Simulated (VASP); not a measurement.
Input of a VASP 6.6.1 run:

Contents of INCAR:

```
ALGO = Normal ; EDIFF = 1E-6
ENCUT = 520 ; GGA = CA
ISIF = 2 ; ISMEAR = -1
LASPH = T ; LCHARG = T
LELF = T ; LREAL = F
LVHAR = T ; LWAVE = F
NBANDS = 14 ; NELM = 60
PREC = Accurate ; SIGMA = 0.05
```

KPOINTS

```
k-points
0
Gamma
  13 13 13
```

The input POSCAR:

```
MgAu
1.0
    3.2590000000      0.0000000000      0.0000000000
    0.0000000000      3.2590000000      0.0000000000
    0.0000000000      0.0000000000      3.2590000000
Mg Au
1 1
Direct
    0.5000000000      0.5000000000      0.5000000000
    0.0000000000      0.0000000000      0.0000000000
```

Potentials or basis: VASP PAW LDA potentials, release 64 (Mg, Au).

The run is started by

```sh
$ cat potpaw_LDA.64/Mg/POTCAR potpaw_LDA.64/Au/POTCAR > POTCAR
$ mpirun -np 1 vasp_std > vasp.out
```

**Question.** What does it give for the pressure?

**Answer.** -3.9 GPa.
